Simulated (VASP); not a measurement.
# NbIn2S3 (P-4m2) in VASP: notebook

Runs on NbIn2S3. Level: PBE. Tasks: single point.

All numbers are computed with VASP 6.6.1; they aren't measurements. Logs are shortened: lines on timing, memory, paths and dates and some standing lists are left out, and cuts for length are marked.

## 1. The cell of the first run

It takes space group P-4m2 (No. 115, tetragonal). The conventional cell has a = 3.529 Å, b = 3.529 Å, c = 10.281 Å, α = 90.00°, β = 90.00°, γ = 90.00°. Within 3.3 Å of Nb (site symmetry -4m2) lie 4 S at 2.50 Å. In (site symmetry 2mm) has 6 S at 2.65 to 3.31 Å and 2 Nb at 3.31 Å within 3.5 Å. S (site symmetry 2mm) has 4 In at 2.65 Å within 3.5 Å. S (site symmetry -4m2) has 4 Nb at 2.50 Å within 3.3 Å.

## 2. Single point, PBE

INCAR

```
SYSTEM = NbIn2S3
ALGO     = Normal         ! electronic algorithm
EDIFF    = 1E-6           ! SCF threshold, eV
ENCUT    = 520            ! plane-wave cutoff, eV
GGA      = PE             ! functional
ISIF     = 2              ! what is computed and relaxed
ISMEAR   = 0              ! smearing method
LASPH    = .True.         ! aspherical terms in the spheres
LCHARG   = .False.        ! write CHGCAR
LREAL    = .False.        ! projectors in reciprocal space
LWAVE    = .False.        ! write WAVECAR
NBANDS   = 38             ! bands
NELM     = 60             ! most SCF steps
PREC     = Accurate       ! precision mode
SIGMA    = 0.1            ! smearing width, eV
```

KPOINTS

```
k-points
0
Gamma
  6 6 2
  0 0 0
```

POSCAR

```
NbIn2S3
1.0
    3.5288455910      0.0000000000      0.0000000000
    0.0000000000      3.5288455910      0.0000000000
    0.0000000000      0.0000000000     10.2812130913
Nb In S
1 2 3
Direct
    0.5000000000      0.5000000000      0.0000000000
    0.5000000000      0.0000000000      0.7275262127
    0.0000000000      0.5000000000      0.2724737873
    0.5000000000      0.0000000000      0.3605353207
    0.0000000000      0.5000000000      0.6394646793
    0.0000000000      0.0000000000      0.0000000000
```

Potentials or basis: VASP PAW PBE potentials, release 64 (Nb_sv, In_d, S).

Launch:

```sh
$ cat potpaw_PBE.64/Nb_sv/POTCAR potpaw_PBE.64/In_d/POTCAR potpaw_PBE.64/S/POTCAR > POTCAR
$ mpirun -np 1 vasp_std > vasp.out
```

OUTCAR:

```text
SYSTEM = NbIn2S3
   EDIFF = 1E-6
   ENCUT = 520
   GGA = PE
   ISIF = 2
   ISMEAR = 0
   LASPH = .True.
   LREAL = .False.
   NELM = 60
   PREC = Accurate

 ion  position               nearest neighbor table
   1  0.500  0.500  0.000-   6 2.50   6 2.50   6 2.50   6 2.50   3 3.31   3 3.31   2 3.31   2 3.31

   2  0.500  0.000  0.728-   5 2.65   5 2.65   5 2.65   5 2.65   1 3.31   6 3.31   6 3.31   1 3.31

   3  0.000  0.500  0.272-   4 2.65   4 2.65   4 2.65   4 2.65   6 3.31   1 3.31   6 3.31   1 3.31

   4  0.500  0.000  0.361-   3 2.65   3 2.65   3 2.65   3 2.65
   5  0.000  0.500  0.639-   2 2.65   2 2.65   2 2.65   2 2.65
   6  0.000  0.000  0.000-   1 2.50   1 2.50   1 2.50   1 2.50   3 3.31   3 3.31   2 3.31   2 3.31

  LATTYP: Found a simple tetragonal cell.
 ALAT       =     3.5288455910
 C/A-ratio  =     2.9134777440

  Lattice vectors:

 A1 = (   3.5288455910,   0.0000000000,   0.0000000000)
 A2 = (   0.0000000000,   3.5288455910,   0.0000000000)
 A3 = (   0.0000000000,   0.0000000000,  10.2812130913)

Analysis of symmetry for initial positions (statically):
=====================================================================
 Subroutine PRICEL returns:
 Original cell was already a primitive cell.

 Routine SETGRP: Setting up the symmetry group for a
 simple tetragonal supercell.

 Subroutine GETGRP returns: Found  8 space group operations
 (whereof  8 operations were pure point group operations)
 out of a pool of 16 trial point group operations.

The static configuration has the point symmetry D_2d.

Analysis of symmetry for dynamics (positions and initial velocities):
=====================================================================
 Subroutine PRICEL returns:
 Original cell was already a primitive cell.

 Routine SETGRP: Setting up the symmetry group for a
 simple tetragonal supercell.

 Subroutine GETGRP returns: Found  8 space group operations
 (whereof  8 operations were pure point group operations)
 out of a pool of 16 trial point group operations.

The dynamic configuration has the point symmetry D_2d.

 Subroutine INISYM returns: Found  8 space group operations
 (whereof  8 operations are pure point group operations),
 and found     1 'primitive' translations

----------------------------------------------------------------------------------------

                                     Primitive cell

  volume of cell :     128.0294

  direct lattice vectors                    reciprocal lattice vectors
     3.528845591  0.000000000  0.000000000     0.283378792  0.000000000  0.000000000
     0.000000000  3.528845591  0.000000000     0.000000000  0.283378792  0.000000000
     0.000000000  0.000000000 10.281213091     0.000000000  0.000000000  0.097264787

  length of vectors
     3.528845591  3.528845591 10.281213091     0.283378792  0.283378792  0.097264787

  position of ions in fractional coordinates (direct lattice)
     0.500000000  0.500000000  0.000000000
     0.500000000  0.000000000  0.727526213
     0.000000000  0.500000000  0.272473787
     0.500000000  0.000000000  0.360535321
     0.000000000  0.500000000  0.639464679
     0.000000000  0.000000000  0.000000000

  ion indices of the primitive-cell ions
   primitive index   ion index
                 1           1
                 2           2
                 3           3
                 4           4
                 5           5
                 6           6

----------------------------------------------------------------------------------------

 KPOINTS: k-points

Automatic generation of k-mesh.
 Grid dimensions read from file:
 generate k-points for:    6    6    2

 Generating k-lattice:

  Cartesian coordinates                     Fractional coordinates (reciprocal lattice)
     0.047229799  0.000000000  0.000000000     0.166666667  0.000000000  0.000000000
     0.000000000  0.047229799  0.000000000     0.000000000  0.166666667  0.000000000
     0.000000000  0.000000000  0.048632393     0.000000000  0.000000000  0.500000000

  Length of vectors
     0.047229799  0.047229799  0.048632393

  Shift w.r.t. Gamma in fractional coordinates (k-lattice)
     0.000000000  0.000000000  0.000000000

 Subroutine IBZKPT returns following result:
 ===========================================

 Found     20 irreducible k-points:

 Following reciprocal coordinates:
            Coordinates               Weight
  0.000000  0.000000  0.000000      1.000000
  0.166667  0.000000  0.000000      4.000000
  0.333333  0.000000  0.000000      4.000000
  0.500000  0.000000  0.000000      2.000000
  0.166667  0.166667  0.000000      4.000000
  0.333333  0.166667  0.000000      8.000000
[... 12 lines left out ...]
  0.500000  0.333333  0.500000      4.000000
  0.500000  0.500000  0.500000      1.000000
   k-points           NKPTS =     20   k-points in BZ     NKDIM =     20   number of bands    NBANDS=     38
   number of dos      NEDOS =    301   number of ions     NIONS =      6
   total plane-waves  NPLWV =  62720
   dimension x,y,z NGX =    28 NGY =   28 NGZ =   80
   dimension x,y,z NGXF=    56 NGYF=   56 NGZF=  160
   ions per type =               1   2   3
   NGX,Y,Z   is equivalent  to a cutoff of  13.19, 13.19, 12.94 a.u.
   NGXF,Y,Z  is equivalent  to a cutoff of  26.38, 26.38, 25.87 a.u.
 SYSTEM =  NbIn2S3
   PREC   = accura    normal or accurate (medium, high low for compatibility)
   ISTART =      0    job   : 0-new  1-cont  2-samecut
   ICHARG =      2    charge: 1-file 2-atom 10-const
   ISPIN  =      1    spin polarized calculation?
   LNONCOLLINEAR =      F non collinear calculations
   LSORBIT =      F    spin-orbit coupling
   LASPH  =      T    aspherical Exc in radial PAW
   ENCUT  =  520.0 eV  38.22 Ry    6.18 a.u.   6.56  6.56 19.12*2*pi/ulx,y,z
   NELM   =     60;   NELMIN=  2; NELMDL= -5     # of ELM steps
   EDIFF  = 0.1E-05   stopping-criterion for ELM
   LREAL  =      F    real-space projection
   EDIFFG = 0.1E-04   stopping-criterion for IOM
   NSW    =      0    number of steps for IOM
   IBRION =     -1    ionic relax: 0-MD 1-quasi-New 2-CG
   NFREE  =      0    steps in history (QN), initial steepest desc. (CG)
   ISIF   =      2    stress and relaxation
   ISYM   =      2    0-nonsym 1-usesym 2-fastsym
   POTIM  = 0.5000    time-step for ionic-motion
   TEBEG  =    0.0;   TEEND  =   0.0 temperature during run
   PSTRESS=    0.0 pullay stress
   NELECT =      57.0000    total number of electrons
   NUPDOWN=      -1.0000    fix difference up-down
   EMIN   =  10.00;   EMAX   =-10.00  energy-range for DOS
   EFERMI =   0.00;   METHOD = LEGACY
   ISMEAR =     0;   SIGMA  =   0.10  broadening in eV -4-tet -1-fermi 0-gaus
   EFERMI_NEDOS =   21; number of points for ismear=-14 and -15
   IALGO  =     38    algorithm
   IMIX   =      4    mixing-type and parameters
     AMIX     =   0.40;   BMIX     =  1.00
     AMIX_MAG =   1.60;   BMIX_MAG =  1.00
  volume/ion in A,a.u.               =      21.34       144.00
  Fermi-wavevector in a.u.,A,eV,Ry     =   1.250057  2.362266 21.261049  1.562643
  Thomas-Fermi vector in A             =   2.384069
   LORBIT       =      0    0 simple, 1 ext, 2 COOP (PROOUT), +10 PAW based schemes
   GGA     = PE    functional components
   LHFCALC =     F    Hartree Fock is set to
   AEXX    =    0.0000 exact exchange contribution
   IVDW    =     0    specifies the selected vdW correction
   LEPSILON=     F    determine dielectric tensor
   LRPA    =     F    only Hartree local field effects (RPA)
 non-spin polarized calculation
 Gauss-broadening in eV      SIGMA  =   0.10
  energy-cutoff  :      520.00
  volume of cell :      128.03
 maximum number of plane-waves:      3478
 NGX is ok and might be reduce to    28
   NGX = 13   NGY = 13   NGZ = 39

 number of electron      57.0000017 magnetization

 Free energy of the ion-electron system (eV)
  ---------------------------------------------------
  ext. energy  EPLUGINS =         0.00000000
  ---------------------------------------------------
  free energy    TOTEN  =       -28.80036891 eV

  energy without entropy =      -28.77729289  energy(sigma->0) =      -28.78883090

 E-fermi :   7.2254     XC(G=0): -10.3204

 val. band max:        7.1863719711   @ k =   0.5000   0.3333   0.0000
 cond. band min:       7.2261597488   @ k =   0.5000   0.3333   0.0000
 fundamental gap:      0.0397877778
 Fermi energy:         7.2253957484

 k-point     1 :       0.0000    0.0000    0.0000
  band No.  band energies     occupation
      1     -48.4890      2.00000
      2     -24.6549      2.00000
      3     -24.6549      2.00000
      4     -24.3196      2.00000
      5      -7.8497      2.00000
      6      -7.6518      2.00000
[... 30 lines left out ...]
     37      13.3097      0.00000
     38      13.3648      0.00000

 k-point     2 :       0.1667    0.0000    0.0000
  band No.  band energies     occupation
      1     -48.4867      2.00000
      2     -24.6993      2.00000
      3     -24.6497      2.00000
      4     -24.3161      2.00000
      5      -7.6865      2.00000
      6      -7.6055      2.00000
[... 30 lines left out ...]
     37      13.0017      0.00000
     38      13.9200      0.00000

 k-point     3 :       0.3333    0.0000    0.0000
  band No.  band energies     occupation
      1     -48.4820      2.00000
      2     -24.7870      2.00000
      3     -24.6393      2.00000
      4     -24.3091      2.00000
      5      -7.5814      2.00000
      6      -7.5519      2.00000
[... 30 lines left out ...]
     37      12.7643      0.00000
[... 617 lines left out ...]
 k-point    19 :       0.5000    0.3333    0.5000
  band No.  band energies     occupation
      1     -48.4732      2.00000
      2     -24.7985      2.00000
      3     -24.7498      2.00000
      4     -24.2959      2.00000
      5      -7.8161      2.00000
      6      -7.8144      2.00000
[... 30 lines left out ...]
     37      11.8598      0.00000
     38      12.1923      0.00000

 k-point    20 :       0.5000    0.5000    0.5000
  band No.  band energies     occupation
      1     -48.4710      2.00000
      2     -24.7878      2.00000
      3     -24.7878      2.00000
      4     -24.2926      2.00000
      5      -7.8951      2.00000
      6      -7.8951      2.00000
[... 30 lines left out ...]
     37      11.1835      0.00000
     38      11.3415      0.00000

------------------------ aborting loop because EDIFF is reached ----------------------------------------

  FORCE on cell =-STRESS in cart. coord.  units (eV):
  Direction    XX          YY          ZZ          XY          YZ          ZX
  --------------------------------------------------------------------------------------
  -------------------------------------------------------------------------------------
  Total        0.1476410      0.1476410      0.0116337      0.0000000      0.0000000      0.0000000
  in kB        1.8475996      1.8475996      0.1455858      0.0000000      0.0000000      0.0000000
  external PRESSURE =       1.2802617 kB  Pullay stress =       0.0000000 kB

 VOLUME and BASIS-vectors are now :
 -----------------------------------------------------------------------------
  energy-cutoff  :      520.00
  volume of cell :      128.03
      direct lattice vectors                 reciprocal lattice vectors
     3.528845591  0.000000000  0.000000000     0.283378792  0.000000000  0.000000000
     0.000000000  3.528845591  0.000000000     0.000000000  0.283378792  0.000000000
     0.000000000  0.000000000 10.281213091     0.000000000  0.000000000  0.097264787

 POSITION                                       TOTAL-FORCE (eV/Angst)
 -----------------------------------------------------------------------------------
      1.76442      1.76442      0.00000         0.000000     -0.000000      0.000000
      1.76442      0.00000      7.47985         0.000000      0.000000      0.018812
      0.00000      1.76442      2.80136        -0.000000      0.000000     -0.018812
      1.76442      0.00000      3.70674         0.000000      0.000000      0.017736
      0.00000      1.76442      6.57447        -0.000000      0.000000     -0.017736
      0.00000      0.00000      0.00000         0.000000      0.000000      0.000000
 -----------------------------------------------------------------------------------
    total drift:                                0.000000      0.000000      0.000000

  FREE ENERGIE OF THE ION-ELECTRON SYSTEM (eV)
  ---------------------------------------------------
  free  energy   TOTEN  =       -28.8003689068 eV

  energy  without entropy=      -28.7772928911  energy(sigma->0) =      -28.78883090
```

Wall time 55 s (1 thread of Intel Xeon 6975P-C (Granite Rapids), shared host); peak memory 0.28 GiB.

What came out:

```
Free energy   : -28.8004 eV
Pressure      : 0.1 GPa
Largest force : 0.019 eV/Å
```

Forces on the atoms (eV/Å):
```
Nb   0.000  0.000  0.000
In   0.000  0.000  0.019
In   0.000  0.000 -0.019
S    0.000  0.000  0.018
S    0.000  0.000 -0.018
S    0.000  0.000  0.000
```

Levels at points of the mesh, in eV from the Fermi level:
```csv
k point,band 25,band 26,band 27,band 28,band 29,band 30,band 31,band 32
"(0.00, 0.00, 0.00)",-2.24,-2.03,-2.03,-1.54,-0.77,0.21,0.21,0.62
"(0.50, 0.00, 0.00)",-1.36,-1.04,-1.00,0.56,0.57,0.58,1.15,1.78
"(0.50, 0.50, 0.00)",-3.26,-3.24,-1.54,-1.54,-1.06,-1.06,-0.11,1.67
"(0.00, 0.00, 0.50)",-2.31,-1.96,-1.96,-0.77,-0.49,-0.40,0.20,0.20
"(0.50, 0.00, 0.50)",-1.60,-1.04,-1.00,0.15,0.58,0.97,1.14,1.77
"(0.50, 0.50, 0.50)",-3.10,-3.10,-2.11,-2.11,-0.52,-0.52,0.02,1.67
```

Caveat: spin-orbit coupling is left out, which moves the levels of the heavy elements.

## 3. Single point, PBE, collinear spin, zero start

This run uses another cell than the first one, of 21.56 Å³/atom, 1.010 times its volume.

INCAR

```
ALGO = Normal
EDIFF = 1E-6
ENCUT = 520
GGA = PE
ISIF = 2
ISMEAR = 0
ISPIN = 2
LASPH = T
LCHARG = T
LELF = T
LMAXMIX = 4
LORBIT = 11
LREAL = F
LVHAR = T
LWAVE = F
MAGMOM = 0 0 0 0 0 0
NBANDS = 42
NELM = 150
PREC = Accurate
SIGMA = 0.1
```

KPOINTS

```
k-points
0
Gamma
  4 4 2
```

POSCAR

```
NbIn2S3
1.0
    3.5137048006      0.0000000000      0.0000000000
    0.0000000000      3.5137048006      0.0000000000
    0.0000000000      0.0000000000     10.4767065332
Nb In S
1 2 3
Direct
    0.5000000000      0.5000000000      0.0000000000
    0.5000000000      0.0000000000      0.7332949613
    0.0000000000      0.5000000000      0.2667050387
    0.5000000000      0.0000000000      0.3591914218
    0.0000000000      0.5000000000      0.6408085782
    0.0000000000      0.0000000000      0.0000000000
```

Potentials or basis: VASP PAW PBE potentials, release 64 (Nb_sv, In_d, S).

Launch:

```sh
$ cat potpaw_PBE.64/Nb_sv/POTCAR potpaw_PBE.64/In_d/POTCAR potpaw_PBE.64/S/POTCAR > POTCAR
$ mpirun -np 1 vasp_std > vasp.out
```

It took 78 s on 1 thread of Intel Xeon 6975P-C (Granite Rapids), shared host; peak memory 0.33 GiB.

The run converged. Its results:

```
Free energy                                           : -28.9145 eV
Pressure                                              : 0.0 GPa
Largest force                                         : 0.010 eV/Å
Net moment                                            : 0.00 μB per cell
Valence electrons inside the program's atomic spheres : Nb 10.60; In 11.30; S 3.69, 3.73
```

Forces on the atoms (eV/Å):
```
Nb   0.000  0.000  0.000
In   0.000  0.000 -0.010
In   0.000  0.000  0.010
S    0.000  0.000 -0.008
S    0.000  0.000  0.008
S    0.000  0.000  0.000
```

Levels at points of the mesh, in eV from the Fermi level:
Spin up:
```csv
k point,band 25,band 26,band 27,band 28,band 29,band 30,band 31,band 32
"(0.00, 0.00, 0.00)",-2.13,-1.97,-1.97,-1.61,-1.00,0.03,0.03,0.53
"(0.50, 0.00, 0.00)",-1.58,-0.98,-0.97,0.35,0.41,0.41,0.97,1.63
"(0.50, 0.50, 0.00)",-3.30,-3.30,-1.57,-1.57,-1.20,-1.20,-0.28,1.50
"(0.00, 0.00, 0.50)",-2.20,-1.90,-1.90,-1.00,-0.59,-0.47,0.02,0.02
"(0.50, 0.00, 0.50)",-1.80,-0.98,-0.97,-0.04,0.41,0.76,0.97,1.62
"(0.50, 0.50, 0.50)",-3.19,-3.19,-2.07,-2.07,-0.71,-0.71,-0.17,1.50
```
Spin down:
```tsv
k point	band 26	band 27	band 28	band 29	band 30	band 31
(0.00, 0.00, 0.00)	-1.97	-1.97	-1.61	-1.00	0.03	0.03
(0.50, 0.00, 0.00)	-0.98	-0.97	0.35	0.41	0.41	0.97
(0.50, 0.50, 0.00)	-3.30	-1.57	-1.57	-1.20	-1.20	-0.28
(0.00, 0.00, 0.50)	-1.90	-1.90	-1.00	-0.59	-0.47	0.02
(0.50, 0.00, 0.50)	-0.98	-0.97	-0.04	0.41	0.76	0.97
(0.50, 0.50, 0.50)	-3.19	-2.07	-2.07	-0.71	-0.71	-0.17
```

Caveat: the k points lie up to 0.45 Å⁻¹ apart; spin-orbit coupling is left out, which moves the levels of the heavy elements.
